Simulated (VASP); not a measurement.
Set up this calculation in VASP 6.6.1, as the native input.

```yaml
Task: single point
Functional: r2SCAN
Potentials_or_basis: VASP PAW PBE potentials, release 64 (Ti_sv)
Cutoff: 520 eV
k_mesh: 7 × 7 × 10
Occupations: methfessel-paxton, width 0.1 eV
Spin: no spin polarisation
Dipole_correction: no
Further_INCAR_settings: ALGO = Normal; EDIFF = 1e-06; NBANDS = 25
```

Ti:

```
Ti
1.0
     4.60000    0.00000    0.00000
    -2.30000    3.98372    0.00000
     0.00000    0.00000    2.82000
Ti
3
Direct
  0.00000 0.00000 0.00000
  0.33333 0.66667 0.50000
  0.66667 0.33333 0.50000
```

These files were run (other wordings do the same):

POSCAR

```
Ti
1.0
    4.6000000000      0.0000000000      0.0000000000
   -2.3000000000      3.9837170000      0.0000000000
    0.0000000000      0.0000000000      2.8200000000
Ti
3
Direct
    0.0000000000      0.0000000000      0.0000000000
    0.3333333333      0.6666666667      0.5000000000
    0.6666666667      0.3333333333      0.5000000000
```

INCAR.step1

```
SYSTEM = Ti
PREC = Accurate
ENCUT = 520
ISMEAR = 1
SIGMA = 0.1
LREAL = .FALSE.
LASPH = .TRUE.
NELM = 80
NBANDS = 25
GGA = PE
ALGO = Normal
EDIFF = 1E-4
LWAVE = .TRUE.
LCHARG = .FALSE.
```

INCAR.step2

```
SYSTEM = Ti
PREC = Accurate
ENCUT = 520
EDIFF = 1E-6
ISMEAR = 1
SIGMA = 0.1
LREAL = .FALSE.
LASPH = .TRUE.
NELM = 80
ALGO = Normal
ISIF = 2
LWAVE = .FALSE.
LCHARG = .FALSE.
METAGGA = R2SCAN
LMIXTAU = .TRUE.
NBANDS = 25
ISTART = 1
```

KPOINTS

```
Automatic mesh
0
G
  7 7 10
  0 0 0
```

Potentials or basis: VASP PAW PBE potentials, release 64 (Ti_sv).

Run with:

```sh
$ cat potpaw_PBE.64/Ti_sv/POTCAR > POTCAR
$ cp INCAR.step1 INCAR
$ mpirun -np 1 vasp_std > vasp.out
$ cp INCAR.step2 INCAR
$ mpirun -np 1 vasp_std > vasp.out
```

It gave:

```
Pressure               : -1.1 GPa
Band gap on the k mesh : zero (band 18 reaches 8.53 eV, above the bottom of band 19 at 8.34 eV)
```

Caveat: the PAW data sets were made with another functional, which shifts forces and pressure a little.

It took 3.4 min on 1 thread of AMD EPYC 9R45 96-Core Processor (Zen 5) (shared host), peak memory 0.17 GiB.
